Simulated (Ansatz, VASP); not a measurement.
## ZrB2 in VASP and in Ansatz

```
CELL_PARAMETERS angstrom
3.12440 0.00000 0.00000
-1.56220 2.70581 0.00000
0.00000 0.00000 3.50457
ATOMIC_POSITIONS crystal
Zr 0.00000 0.00000 0.00000
B 0.33333 0.66667 0.50000
B 0.66667 0.33333 0.50000
```

Alike in both runs: functional r2SCAN; k mesh 12 × 12 × 10; occupations fermi-dirac, width 0.1 eV; no spin polarisation.

Ansatz relaxed the structure, and its values are those at the end. VASP's run is a single point on that final structure, the one shown.

|  | VASP | Ansatz |
| --- | --- | --- |
| version | VASP 6.6.1 | Ansatz 0.2.0 |
| potentials or method | VASP PAW PBE potentials, release 64 (Zr_sv, B), cutoff 520 eV | PAW plane waves |
| valence electrons in the cell | 18 | 18 |

```csv
,VASP,Ansatz,Ansatz less VASP
pressure (GPa),10.8,10.7,-0.08
```

VASP's potentials were made for PBE, not for r2SCAN. Ansatz's warnings: stress scf threshold loose.
